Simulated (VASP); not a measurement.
TePb: single point with r2SCAN

Crystal: TePb.

```
Pb Te
1.0
     0.00000    3.16504    3.16504
     3.16504    0.00000    3.16504
     3.16504    3.16504    0.00000
Pb Te
1 1
Direct
  0.00000 0.00000 0.00000
  0.50000 0.50000 0.50000
```

```
Program             : VASP 6.6.1
Task                : single point
Functional          : r2SCAN
Potentials or basis : VASP PAW PBE potentials, release 64 (Pb_d, Te)
Cutoff              : 520 eV
k mesh              : 7 × 7 × 7
Occupations         : fermi-dirac, width 0.05 eV
Spin                : no spin polarisation
```

```json
{
  "Pressure": "5.0 GPa"
}
```

Levels at points of the mesh, in eV from the Fermi level:
| k point | band 8 | band 9 | band 10 | band 11 | band 12 | band 13 |
| --- | --- | --- | --- | --- | --- | --- |
| (0.00, 0.00, 0.00) | -2.27 | -2.27 | -2.27 | 3.91 | 3.91 | 3.91 |

Wall time 120 s on 1 thread of AMD EPYC 7R13 Processor (Zen 3), on a shared host, peak memory 0.19 GiB.

Caveat: this odd mesh misses L, where the gap lies, so gap, dielectric constants and Born charges aren't listed; the PAW data sets were made with another functional, which shifts forces and pressure a little; spin-orbit coupling is left out, which moves the levels of the heavy elements.
